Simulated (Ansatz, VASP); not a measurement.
Al in VASP and in Ansatz

Contents of INCAR:

```
  PREC = Accurate
  ENCUT = 520
  EDIFF = 1E-7
  ISMEAR = 0
  SIGMA = 0.15
  LREAL = False
  LASPH = True
  NELM = 100
  ALGO = Fast
  ISIF = 2
  LWAVE = False
  LCHARG = False
  GGA = PE
  NBANDS = 18
```

The input KPOINTS:

```
regular mesh
0
Gamma
  19 19 4
```

The input POSCAR:

```
Al
1.0
    2.0239800000     -2.0239800000      0.0000000000
    2.0239800000      0.0000000000     -2.0239800000
    8.9619454038      8.9619454038      8.9619454038
Al
6
Direct
    0.6666666667      0.6666666667      0.0752654739
    0.0000000000      0.0000000000      0.8280707741
    0.3333333333      0.3333333333      0.2258265340
    0.6666666667      0.6666666667      0.5269486540
    0.0000000000      0.0000000000      0.3763875940
    0.3333333333      0.3333333333      0.6775097141
```

Input for Ansatz:

```yaml
crystal:
  lattice:
    - [2.02398, -2.02398, 0.0]
    - [2.02398, 0.0, -2.02398]
    - [8.9619454038, 8.9619454038, 8.9619454038]
  atoms:
    - { symbol: Al, position: [0.6666666667, 0.6666666667, 0.0752654739] }
    - { symbol: Al, position: [0.0, 0.0, 0.8280707741] }
    - { symbol: Al, position: [0.3333333333, 0.3333333333, 0.225826534] }
    - { symbol: Al, position: [0.6666666667, 0.6666666667, 0.526948654] }
    - { symbol: Al, position: [0.0, 0.0, 0.376387594] }
    - { symbol: Al, position: [0.3333333333, 0.3333333333, 0.6775097141] }
basis:
  ecutwfc: 420
kpoints:
  mp_grid: { grid: [19, 19, 4] }
hamiltonian:
  xc: pbe
scf:
  occupations: { method: gaussian, width: 0.15 }
output:
  forces: true
  stress: true
  eigenvalues: true
```

Alike in both runs: task single point; functional PBE; k mesh 19 × 19 × 4; occupations gaussian, width 0.15 eV; no spin polarisation.

```csv
,VASP,Ansatz
version,VASP 6.6.1,Ansatz 0.2.0
potentials or method,"VASP PAW PBE potentials, release 64 (Al), cutoff 520 eV","scalar-relativistic, plane waves, PAW"
valence electrons in the cell,18,18
```

```tsv
	VASP	Ansatz	Ansatz less VASP
gap on the k mesh at the Fermi level (eV)	none	none	-
pressure (GPa)	-1.8	-1.8	+0.03
traceless stress, the component that is largest in VASP (GPa)	0.34	0.34	-0.003
rms of the force components (eV/Å)	0.095	0.095	+0.0004
```

Atom by atom the forces differ by 0.000 eV/Å (rms over components). A gap of «none» marks a metal or a gap that the smearing closes.
